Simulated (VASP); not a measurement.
# Ba (Pm-3m) in VASP: a series of runs

Runs on Ba. Level: LDA. Tasks: single point.

Everything below comes from runs of VASP 6.6.1. Logs are shortened: lines on timing, memory, paths and dates and some standing lists are left out, and cuts for length are marked.

**1. The cell of the first run**

The structure is cubic, space group Pm-3m (No. 221). Conventional cell: a = 3.598 Å, b = 3.598 Å, c = 3.598 Å, α = 90.00°, β = 90.00°, γ = 90.00°. Within 4.7 Å of Ba (site symmetry m-3m) lie 6 Ba at 3.60 Å.

This isn't the form of Ba at room conditions, which is bcc.

**2. Single point, LDA (strain -0.030 along x and y, -0.030 along z)**

Contents of INCAR:

```
  PREC = Accurate
  ENCUT = 520
  EDIFF = 1E-6
  ISMEAR = 0
  SIGMA = 0.15
  LREAL = F
  LASPH = T
  NELM = 60
  ALGO = Normal
  ISIF = 2
  LWAVE = F
  LCHARG = F
  NBANDS = 11
```

Contents of KPOINTS:

```
regular mesh
0
Gamma
  16 16 16
```

Contents of POSCAR:

```
Ba
1.0
    3.5984618652      0.0000000000      0.0000000000
    0.0000000000      3.5984618652      0.0000000000
    0.0000000000      0.0000000000      3.5984618652
Ba
1
Direct
    0.0000000000      0.0000000000      0.0000000000
```

Potentials or basis: VASP PAW LDA potentials, release 64 (Ba_sv).

Launch:

```bash
cat potpaw_LDA.64/Ba_sv/POTCAR > POTCAR
mpirun -np 1 vasp_std > vasp.out
```

OUTCAR:

```text
PREC = Accurate
   ENCUT = 520
   EDIFF = 1E-6
   ISMEAR = 0
   LREAL = F
   LASPH = T
   NELM = 60
   ISIF = 2

 ion  position               nearest neighbor table
   1  0.000  0.000  0.000-

  LATTYP: Found a simple cubic cell.
 ALAT       =     3.5984618652

  Lattice vectors:

 A1 = (   3.5984618652,   0.0000000000,   0.0000000000)
 A2 = (   0.0000000000,   3.5984618652,   0.0000000000)
 A3 = (   0.0000000000,   0.0000000000,   3.5984618652)

Analysis of symmetry for initial positions (statically):
=====================================================================
 Subroutine PRICEL returns:
 Original cell was already a primitive cell.

 Routine SETGRP: Setting up the symmetry group for a
 simple cubic supercell.

 Subroutine GETGRP returns: Found 48 space group operations
 (whereof 48 operations were pure point group operations)
 out of a pool of 48 trial point group operations.

The static configuration has the point symmetry O_h .

Analysis of symmetry for dynamics (positions and initial velocities):
=====================================================================
 Subroutine PRICEL returns:
 Original cell was already a primitive cell.

 Routine SETGRP: Setting up the symmetry group for a
 simple cubic supercell.

 Subroutine GETGRP returns: Found 48 space group operations
 (whereof 48 operations were pure point group operations)
 out of a pool of 48 trial point group operations.

The dynamic configuration has the point symmetry O_h .

 Subroutine INISYM returns: Found 48 space group operations
 (whereof 48 operations are pure point group operations),
 and found     1 'primitive' translations

----------------------------------------------------------------------------------------

                                     Primitive cell

  volume of cell :      46.5962

  direct lattice vectors                    reciprocal lattice vectors
     3.598461865  0.000000000  0.000000000     0.277896512  0.000000000  0.000000000
     0.000000000  3.598461865  0.000000000     0.000000000  0.277896512  0.000000000
     0.000000000  0.000000000  3.598461865     0.000000000  0.000000000  0.277896512

  length of vectors
     3.598461865  3.598461865  3.598461865     0.277896512  0.277896512  0.277896512

  position of ions in fractional coordinates (direct lattice)
     0.000000000  0.000000000  0.000000000

  ion indices of the primitive-cell ions
   primitive index   ion index
                 1           1

----------------------------------------------------------------------------------------

 KPOINTS: regular mesh

Automatic generation of k-mesh.
 Grid dimensions read from file:
 generate k-points for:   16   16   16

 Generating k-lattice:

  Cartesian coordinates                     Fractional coordinates (reciprocal lattice)
     0.017368532  0.000000000  0.000000000     0.062500000  0.000000000  0.000000000
     0.000000000  0.017368532  0.000000000     0.000000000  0.062500000  0.000000000
     0.000000000  0.000000000  0.017368532     0.000000000  0.000000000  0.062500000

  Length of vectors
     0.017368532  0.017368532  0.017368532

  Shift w.r.t. Gamma in fractional coordinates (k-lattice)
     0.000000000  0.000000000  0.000000000

 Subroutine IBZKPT returns following result:
 ===========================================

 Found    165 irreducible k-points:

 Following reciprocal coordinates:
            Coordinates               Weight
  0.000000  0.000000  0.000000      1.000000
  0.062500  0.000000  0.000000      6.000000
  0.125000  0.000000  0.000000      6.000000
  0.187500  0.000000  0.000000      6.000000
  0.250000  0.000000  0.000000      6.000000
  0.312500  0.000000  0.000000      6.000000
[... 16 lines left out ...]
  0.437500  0.125000  0.000000     24.000000
  0.500000  0.125000  0.000000     12.000000
 [... further k-points ...]
   k-points           NKPTS =    165   k-points in BZ     NKDIM =    165   number of bands    NBANDS=     11
   number of dos      NEDOS =    301   number of ions     NIONS =      1
   total plane-waves  NPLWV =  21952
   dimension x,y,z NGX =    28 NGY =   28 NGZ =   28
   dimension x,y,z NGXF=    56 NGYF=   56 NGZF=   56
   ions per type =               1
   NGX,Y,Z   is equivalent  to a cutoff of  12.94, 12.94, 12.94 a.u.
   NGXF,Y,Z  is equivalent  to a cutoff of  25.87, 25.87, 25.87 a.u.
 SYSTEM =  unknown system
   PREC   = accura    normal or accurate (medium, high low for compatibility)
   ISTART =      0    job   : 0-new  1-cont  2-samecut
   ICHARG =      2    charge: 1-file 2-atom 10-const
   ISPIN  =      1    spin polarized calculation?
   LNONCOLLINEAR =      F non collinear calculations
   LSORBIT =      F    spin-orbit coupling
   LASPH  =      T    aspherical Exc in radial PAW
   ENCUT  =  520.0 eV  38.22 Ry    6.18 a.u.   6.69  6.69  6.69*2*pi/ulx,y,z
   NELM   =     60;   NELMIN=  2; NELMDL= -5     # of ELM steps
   EDIFF  = 0.1E-05   stopping-criterion for ELM
   LREAL  =      F    real-space projection
   EDIFFG = 0.1E-04   stopping-criterion for IOM
   NSW    =      0    number of steps for IOM
   IBRION =     -1    ionic relax: 0-MD 1-quasi-New 2-CG
   NFREE  =      0    steps in history (QN), initial steepest desc. (CG)
   ISIF   =      2    stress and relaxation
   ISYM   =      2    0-nonsym 1-usesym 2-fastsym
   POTIM  = 0.5000    time-step for ionic-motion
   TEBEG  =    0.0;   TEEND  =   0.0 temperature during run
   PSTRESS=    0.0 pullay stress
   NELECT =      10.0000    total number of electrons
   NUPDOWN=      -1.0000    fix difference up-down
   EMIN   =  10.00;   EMAX   =-10.00  energy-range for DOS
   EFERMI =   0.00;   METHOD = LEGACY
   ISMEAR =     0;   SIGMA  =   0.15  broadening in eV -4-tet -1-fermi 0-gaus
   EFERMI_NEDOS =   21; number of points for ismear=-14 and -15
   IALGO  =     38    algorithm
   IMIX   =      4    mixing-type and parameters
     AMIX     =   0.40;   BMIX     =  1.00
     AMIX_MAG =   1.60;   BMIX_MAG =  1.00
  volume/ion in A,a.u.               =      46.60       314.45
  Fermi-wavevector in a.u.,A,eV,Ry     =   0.980147  1.852209 13.070958  0.960688
  Thomas-Fermi vector in A             =   2.111055
   LORBIT       =      0    0 simple, 1 ext, 2 COOP (PROOUT), +10 PAW based schemes
   GGA     = CA    functional components
   LHFCALC =     F    Hartree Fock is set to
   AEXX    =    0.0000 exact exchange contribution
   IVDW    =     0    specifies the selected vdW correction
   LEPSILON=     F    determine dielectric tensor
   LRPA    =     F    only Hartree local field effects (RPA)
 non-spin polarized calculation
 Gauss-broadening in eV      SIGMA  =   0.15
  energy-cutoff  :      520.00
  volume of cell :       46.60
 maximum number of plane-waves:      1328
 NGX is ok and might be reduce to    28
   NGX = 13   NGY = 13   NGZ = 13

 number of electron      10.0000001 magnetization

 Free energy of the ion-electron system (eV)
  ---------------------------------------------------
  ext. energy  EPLUGINS =         0.00000000
  ---------------------------------------------------
  free energy    TOTEN  =        -1.94412621 eV

  energy without entropy =       -1.93192906  energy(sigma->0) =       -1.93802764

 E-fermi :   2.4543     XC(G=0):  -8.6431

 val. band max:        2.4474783735   @ k =   0.4375   0.1875   0.0625
 cond. band min:       2.4577165264   @ k =   0.4375   0.4375   0.3750
 fundamental gap:      0.0102381529
 Fermi energy:         2.4543444418

 k-point     1 :       0.0000    0.0000    0.0000
  band No.  band energies     occupation
      1     -26.3722      2.00000
      2     -10.8232      2.00000
      3     -10.8232      2.00000
      4     -10.8232      2.00000
      5      -0.0763      2.00000
      6       2.2025      1.98240
      7       2.2025      1.98240
      8       8.8797      0.00000
      9       8.8797      0.00000
     10       8.8797      0.00000
     11      11.8337      0.00000

 k-point     2 :       0.0625    0.0000    0.0000
  band No.  band energies     occupation
      1     -26.3659      2.00000
      2     -10.8923      2.00000
      3     -10.8174      2.00000
      4     -10.8174      2.00000
      5       0.0074      2.00000
      6       2.2264      1.96835
      7       2.3090      1.82952
      8       8.6191      0.00000
      9       8.6191      0.00000
     10       8.8938      0.00000
     11      11.4837      0.00000

 k-point     3 :       0.1250    0.0000    0.0000
  band No.  band energies     occupation
      1     -26.3481      2.00000
      2     -11.0827      2.00000
      3     -10.8011      2.00000
      4     -10.8011      2.00000
      5       0.2332      2.00000
      6       2.2960      1.86441
      7       2.6241      0.10955
      8       8.0426      0.00000
      9       8.0426      0.00000
     10       8.9345      0.00000
     11      10.7591      0.00000

 k-point     4 :       0.1875    0.0000    0.0000
  band No.  band energies     occupation
      1     -26.3212      2.00000
      2     -11.3520      2.00000
      3     -10.7764      2.00000
      4     -10.7764      2.00000
      5       0.5464      2.00000
      6       2.4050      1.35802
      7       3.1148      0.00000
      8       7.4000      0.00000
      9       7.4000      0.00000
     10       8.9969      0.00000
     11      10.0371      0.00000
[... 239 lines left out ...]
 k-point    22 :       0.3750    0.1250    0.0000
  band No.  band energies     occupation
      1     -26.2052      2.00000
      2     -12.1204      2.00000
      3     -10.9347      2.00000
      4     -10.6708      2.00000
      5       1.9081      2.00000
      6       3.1362      0.00000
      7       3.8283      0.00000
      8       6.0268      0.00000
      9       6.0336      0.00000
     10       8.5313      0.00000
     11      10.1640      0.00000

 k-point    23 :       0.4375    0.1250    0.0000
  band No.  band energies     occupation
      1     -26.1865      2.00000
      2     -12.2641      2.00000
      3     -10.9155      2.00000
      4     -10.6538      2.00000
      5       2.2205      1.97255
      6       3.2388      0.00000
      7       3.5465      0.00000
      8       5.8027      0.00000
      9       6.0800      0.00000
     10       8.5895      0.00000
     11      10.8740      0.00000

 k-point    24 :       0.5000    0.1250    0.0000
  band No.  band energies     occupation
      1     -26.1799      2.00000
      2     -12.3137      2.00000
      3     -10.9087      2.00000
      4     -10.6478      2.00000
      5       2.3682      1.58331
      6       3.2981      0.00000
      7       3.3791      0.00000
      8       5.7270      0.00000
      9       6.0779      0.00000
     10       8.6104      0.00000
     11      11.0665      0.00000

 [... further k-points ...]
[... 5 lines left out ...]
  --------------------------------------------------------------------------------------
  -------------------------------------------------------------------------------------
  Total        0.3800048      0.3800048      0.3800048      0.0000000      0.0000000     -0.0000000
  in kB       13.0661906     13.0661906     13.0661906      0.0000000      0.0000000     -0.0000000
  external PRESSURE =      13.0661906 kB  Pullay stress =       0.0000000 kB

 VOLUME and BASIS-vectors are now :
 -----------------------------------------------------------------------------
  energy-cutoff  :      520.00
  volume of cell :       46.60
      direct lattice vectors                 reciprocal lattice vectors
     3.598461865  0.000000000  0.000000000     0.277896512  0.000000000  0.000000000
     0.000000000  3.598461865  0.000000000     0.000000000  0.277896512  0.000000000
     0.000000000  0.000000000  3.598461865     0.000000000  0.000000000  0.277896512

 POSITION                                       TOTAL-FORCE (eV/Angst)
 -----------------------------------------------------------------------------------
      0.00000      0.00000      0.00000         0.000000      0.000000      0.000000
 -----------------------------------------------------------------------------------
    total drift:                               -0.000000      0.000000     -0.000000

  FREE ENERGIE OF THE ION-ELECTRON SYSTEM (eV)
  ---------------------------------------------------
  free  energy   TOTEN  =        -1.9441262115 eV

  energy  without entropy=       -1.9319290586  energy(sigma->0) =       -1.93802764
```

Wall time 74 s (1 thread of Oxide Virtual Turin-like, shared host); peak memory 0.17 GiB.

What came out:

* Free energy: -1.9441 eV
* Pressure: 1.3 GPa
* Band gap on the k mesh: zero (bands 5 and 6 overlap by 0.73 eV)

Caveat: the cell differs from its parent crystal (strain -0.030 along x and y, -0.030 along z); spin-orbit coupling is left out, which moves the levels of the heavy elements.

**3. Single point, LDA (strain -0.015 along x and y, -0.015 along z)**

Contents of INCAR:

```
SYSTEM = Ba
  ALGO = Normal
  EDIFF = 1E-6
  ENCUT = 520
  GGA = CA
  ISIF = 2
  ISMEAR = 0
  LASPH = .True.
  LCHARG = .True.
  LELF = .True.
  LREAL = .False.
  LVHAR = .True.
  LWAVE = .False.
  NBANDS = 11
  NELM = 100
  PREC = Accurate
  SIGMA = 0.15
```

Contents of KPOINTS:

```
k-points
0
Gamma
  16 16 16
  0 0 0
```

Contents of POSCAR:

```
Ba
1.0
    3.6541081827      0.0000000000      0.0000000000
    0.0000000000      3.6541081827      0.0000000000
    0.0000000000      0.0000000000      3.6541081827
Ba
1
Direct
    0.0000000000      0.0000000000      0.0000000000
```

Potentials or basis: VASP PAW LDA potentials, release 64 (Ba_sv).

Launch:

```bash
cat potpaw_LDA.64/Ba_sv/POTCAR > POTCAR
mpirun -np 1 vasp_std > vasp.out
```

Wall time 49 s (1 thread of Oxide Virtual Turin-like, shared host); peak memory 0.17 GiB.

The run converged. Its results:

```
Free energy            : -1.9583 eV
Pressure               : 0.7 GPa
Band gap on the k mesh : zero (bands 5 and 6 overlap by 0.55 eV)
```

Levels at points of the mesh, in eV from the Fermi level:
```tsv
k point	band 3	band 4	band 5	band 6	band 7	band 8
(0.00, 0.00, 0.00)	-13.38	-13.38	-2.55	-0.20	-0.20	6.15
(0.50, 0.00, 0.00)	-13.24	-13.24	-0.49	0.52	1.53	3.09
(0.50, 0.50, 0.00)	-14.52	-13.12	-1.43	0.91	3.75	3.75
(0.50, 0.50, 0.50)	-14.33	-14.33	-0.28	-0.28	-0.28	4.27
```

Caveat: the cell differs from its parent crystal (strain -0.015 along x and y, -0.015 along z); spin-orbit coupling is left out, which moves the levels of the heavy elements.
